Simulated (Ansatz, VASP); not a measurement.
# Two plane-wave programs on W

```
CELL_PARAMETERS angstrom
2.80966 0.00000 0.00000
0.00000 4.86387 0.00000
0.00000 0.00000 4.92370
ATOMIC_POSITIONS crystal
W 0.80404 0.92913 0.75151
W 0.21170 0.43819 0.76138
W 0.21701 0.05754 0.24791
W 0.81267 0.56135 0.25130
```

Change from the starting cell: atoms moved at random, drawn with an rms of 0.05 Å.

Alike in both runs: task single point; functional PBE; k mesh 9 × 6 × 6; occupations fermi-dirac, width 0.05 eV; no spin polarisation.

|  | VASP | Ansatz |
| --- | --- | --- |
| version | VASP 6.6.1 | Ansatz 0.2.0 |
| potentials or method | VASP PAW PBE potentials, release 64 (W_sv) | Ansatz PAW |
| plane-wave cutoff (eV) | 520 | 420 |
| valence electrons in the cell | 56 | 56 |

VASP gave:

| Item | Value |
| --- | --- |
| gap on the k mesh at the Fermi level (eV) | none |
| pressure (GPa) | -1.6 |
| traceless stress, the component that is largest in VASP (GPa) | -0.63 |
| rms of the force components (eV/Å) | 0.363 |

Task: What did Ansatz give for the same quantities?

Result: gap on the k mesh at the Fermi level (eV): none; pressure (GPa): -2.0; traceless stress, the component that is largest in VASP (GPa): -0.57; rms of the force components (eV/Å): 0.358.

Atom by atom the forces differ by 0.006 eV/Å (rms over components). A gap of «none» marks a metal or a gap that the smearing closes.

Neither program's run includes spin-orbit coupling.
